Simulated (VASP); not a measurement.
Here is a VASP 6.6.1 calculation.

Contents of POSCAR:

```
KCdCO3F
1.0
    5.1324000000      0.0000000000      0.0000000000
   -2.5662000000      4.4447887824      0.0000000000
    0.0000000000      0.0000000000      4.4324000000
K Cd C O F
1 1 1 3 1
Direct
    0.0000000000      0.0000000000      0.0000000000
    0.6666666667      0.3333333333      0.5000000000
    0.3333333333      0.6666666667      0.5000000000
    0.1879054407      0.3758108815      0.5000000000
    0.1879054407      0.8120945593      0.5000000000
    0.6241891185      0.8120945593      0.5000000000
    0.6666666667      0.3333333333      0.0000000000
```

The input INCAR.step1:

```
  ALGO = Normal
  EDIFF = 1E-4
  ENCUT = 520
  GGA = PE
  ISMEAR = -1
  LASPH = True
  LCHARG = False
  LREAL = False
  LWAVE = True
  NBANDS = 34
  NELM = 80
  PREC = Accurate
  SIGMA = 0.02
```

File INCAR.step2:

```
  ALGO = Normal
  EDIFF = 1E-8
  ENCUT = 520
  ISIF = 2
  ISMEAR = -1
  ISTART = 1
  LASPH = True
  LCHARG = False
  LEFG = True
  LMIXTAU = True
  LREAL = False
  LWAVE = False
  METAGGA = R2SCAN
  NBANDS = 34
  NELM = 80
  PREC = Accurate
  SIGMA = 0.02
```

File KPOINTS:

```
k-points
0
Gamma
  5 5 5
```

Potentials or basis: VASP PAW PBE potentials, release 64 (K_sv, Cd, C, O, F).

The run is started by

```console
$ cat potpaw_PBE.64/K_sv/POTCAR potpaw_PBE.64/Cd/POTCAR potpaw_PBE.64/C/POTCAR potpaw_PBE.64/O/POTCAR potpaw_PBE.64/F/POTCAR > POTCAR
$ cp INCAR.step1 INCAR
$ mpirun -np 1 vasp_std > vasp.out
$ cp INCAR.step2 INCAR
$ mpirun -np 1 vasp_std > vasp.out
```

Estimate the pressure.

-2.2 GPa.

Estimate the band gap on the k mesh.

2.45 eV.

Electric field gradients, principal values (V/Å²):
| atom | least | middle | greatest (by size) |
| --- | --- | --- | --- |
| 1 K | 13.187 | 13.187 | -26.374 |
| 2 Cd | 22.440 | 22.444 | -44.884 |
| 3 C | -20.564 | -20.565 | 41.128 |
| 4 O | -22.573 | -86.296 | 108.868 |
| 5 O | -22.572 | -86.292 | 108.864 |
| 6 O | -22.573 | -86.296 | 108.868 |
| 7 F | -49.885 | -49.891 | 99.776 |

Caveat: without QUAD_EFG the Cq values of the log hold for a quadrupole moment of 1 mb, not for the nuclei; the PAW data sets were made with another functional, which shifts forces and pressure a little.
